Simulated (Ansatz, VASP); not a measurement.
**One calculation of Al, two programs**

```
Al
1.0
     1.40690   -2.46071   -0.02476
     1.40690    2.46071   -0.02476
    -1.36786    0.00000    2.48151
Al
1
Direct
  0.50000 0.50000 0.00000
```

Alike in both runs: functional PBE; k mesh 24 × 24 × 22; occupations gaussian, width 0.1 eV; no spin polarisation.

Ansatz relaxed the structure, and its values are those at the end. VASP's run is a single point on that final structure, the one shown.

```csv
,VASP,Ansatz
version,VASP 6.6.1,Ansatz 0.2.0
potentials or method,"VASP PAW PBE potentials, release 64 (Al), cutoff 520 eV","scalar-relativistic, plane waves, PAW"
valence electrons in the cell,3,3
```

|  | VASP | Ansatz | Ansatz less VASP |
| --- | --- | --- | --- |
| gap on the k mesh at the Fermi level (eV) | none | none | - |
| pressure (GPa) | 0.0 | 0.0 | +0.03 |

A gap of «none» marks a metal or a gap that the smearing closes.
